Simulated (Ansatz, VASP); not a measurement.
**One calculation of LiCl, two programs**

POSCAR

```
LiCl
1.0
    0.0000000000      2.5647600000      2.5647600000
    2.6673504000      0.0000000000      2.5647600000
    2.6673504000      2.5647600000      0.0000000000
Li Cl
1 1
Direct
    0.0000000000      0.0000000000      0.0000000000
    0.5000000000      0.5000000000      0.5000000000
```

File INCAR.step1:

```
SYSTEM = LiCl
PREC     = Accurate       ! precision mode
ENCUT    = 520            ! plane-wave cutoff, eV
ISMEAR   = 0              ! smearing method
SIGMA    = 0.05           ! smearing width, eV
LREAL    = .FALSE.        ! projectors in reciprocal space
LASPH    = .TRUE.         ! aspherical terms in the spheres
NELM     = 80             ! most SCF steps
NBANDS   = 12             ! bands
GGA      = PE             ! functional
ALGO     = Normal         ! electronic algorithm
EDIFF    = 1E-4           ! SCF threshold, eV
LWAVE    = .TRUE.         ! write WAVECAR
LCHARG   = .FALSE.        ! write CHGCAR
```

The input INCAR.step2:

```
SYSTEM = LiCl
PREC     = Accurate       ! precision mode
ENCUT    = 520            ! plane-wave cutoff, eV
EDIFF    = 1E-6           ! SCF threshold, eV
ISMEAR   = 0              ! smearing method
SIGMA    = 0.05           ! smearing width, eV
LREAL    = .FALSE.        ! projectors in reciprocal space
LASPH    = .TRUE.         ! aspherical terms in the spheres
NELM     = 80             ! most SCF steps
ALGO     = Normal         ! electronic algorithm
ISIF     = 2              ! what is computed and relaxed
LWAVE    = .FALSE.        ! write WAVECAR
LCHARG   = .FALSE.        ! write CHGCAR
METAGGA  = R2SCAN         ! meta-GGA
LMIXTAU  = .TRUE.       
NBANDS   = 12             ! bands
ISTART   = 1
```

File KPOINTS:

```
regular mesh
0
G
  8 8 8
  0 0 0
```

Input for Ansatz:

```yaml
crystal:
  lattice:
    - [0.0, 2.56476, 2.56476]
    - [2.6673504, 0.0, 2.56476]
    - [2.6673504, 2.56476, 0.0]
  atoms:
    - { symbol: Li, position: [0.0, 0.0, 0.0] }
    - { symbol: Cl, position: [0.5, 0.5, 0.5] }
basis:
  ecutwfc: 500
kpoints:
  mp_grid: { grid: [8, 8, 8] }
hamiltonian:
  xc: r2scan
scf:
  occupations: { method: gaussian, width: 0.05 }
output:
  forces: true
  stress: true
  eigenvalues: true
```

Change from the starting cell: strain +0.0400 x Voigt [1, 0, 0, 0, 0, 0], atoms carried along.

Alike in both runs: task single point; functional r2SCAN; k mesh 8 × 8 × 8; occupations gaussian, width 0.05 eV; no spin polarisation.

|  | VASP | Ansatz |
| --- | --- | --- |
| version | VASP 6.6.1 | Ansatz 0.2.0 |
| potentials or method | VASP PAW PBE potentials, release 64 (Li_sv, Cl), cutoff 520 eV | scalar-relativistic, plane waves, PAW |
| valence electrons in the cell | 10 | 10 |

|  | VASP | Ansatz | Ansatz less VASP |
| --- | --- | --- | --- |
| gap on the k mesh at the Fermi level (eV) | 7.00 | 6.93 | -0.067 |
| least direct gap on the mesh (eV) | 7.00 | 6.93 | -0.067 |

VASP's potentials were made for PBE, not for r2SCAN. With one functional, cell and mesh, what is left measures potentials, basis and numerics.

Noted on VASP's run: the cutoff is short for stress, so the pressure is rough.
